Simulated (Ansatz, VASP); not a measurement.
# AlN in VASP and in Ansatz

Contents of INCAR:

```
SYSTEM = AlN
PREC = Accurate
ENCUT = 520
EDIFF = 1E-7
ISMEAR = 0
SIGMA = 0.05
LREAL = .FALSE.
LASPH = .TRUE.
NELM = 60
ALGO = Normal
ISIF = 2
LWAVE = .FALSE.
LCHARG = .FALSE.
GGA = CA
NBANDS = 16
```

File KPOINTS:

```
Automatic mesh
0
G
  9 9 6
  0 0 0
```

POSCAR

```
AlN
1.0
    3.0371604035      0.0000000000      0.0000000000
   -1.5185802018      2.6302580648      0.0000000000
    0.0000000000      0.0000000000      4.8612078838
Al N
2 2
Direct
    0.3461934859      0.6923869718      0.0015212672
    0.6538065141      0.3076130282      0.5015212672
    0.3218578045      0.6437156091      0.3834787328
    0.6781421955      0.3562843909      0.8834787328
```

Input for Ansatz:

```yaml
crystal:
  lattice:
    - [3.0371604035, 0.0, 0.0]
    - [-1.5185802018, 2.6302580648, 0.0]
    - [0.0, 0.0, 4.8612078838]
  atoms:
    - { symbol: Al, position: [0.3461934859, 0.6923869718, 0.0015212672] }
    - { symbol: Al, position: [0.6538065141, 0.3076130282, 0.5015212672] }
    - { symbol: "N", position: [0.3218578045, 0.6437156091, 0.3834787328] }
    - { symbol: "N", position: [0.6781421955, 0.3562843909, 0.8834787328] }
basis:
  ecutwfc: 520.0
kpoints:
  mp_grid: { grid: [9, 9, 6] }
hamiltonian:
  xc: lda
scf:
  occupations: { method: gaussian, width: 0.05 }
output:
  forces: true
  stress: true
  eigenvalues: true
  write_density: true
  write_potential: true
  elf: true
  volumetric_format: npy
```

Change from the starting cell: mode 5 frozen in at +0.069 Å, equal normal strain along x, y and z -0.0167.

Alike in both runs: task single point; functional LDA; k mesh 9 × 9 × 6; occupations gaussian, width 0.05 eV; no spin polarisation.

|  | VASP | Ansatz |
| --- | --- | --- |
| version | VASP 6.6.1 | Ansatz 0.2.0 |
| potentials or method | VASP PAW LDA potentials, release 64 (Al, N), cutoff 520 eV | scalar-relativistic, plane waves, PAW |
| valence electrons in the cell | 16 | 16 |

|  | VASP | Ansatz | Ansatz less VASP |
| --- | --- | --- | --- |
| gap on the k mesh at the Fermi level (eV) | 4.82 | 4.82 | -0.006 |
| least direct gap on the mesh (eV) | 4.82 | 4.82 | -0.006 |
| pressure (GPa) | 12.4 | 11.6 | -0.81 |
| traceless stress, the component that is largest in VASP (GPa) | 0.57 | 0.57 | -0.005 |
| rms of the force components (eV/Å) | 0.182 | 0.182 | +0.0001 |

LDA's correlation is that of Perdew and Zunger in VASP and of Perdew and Wang (1992) in Ansatz. Atom by atom the forces differ by 0.002 eV/Å (rms over components).
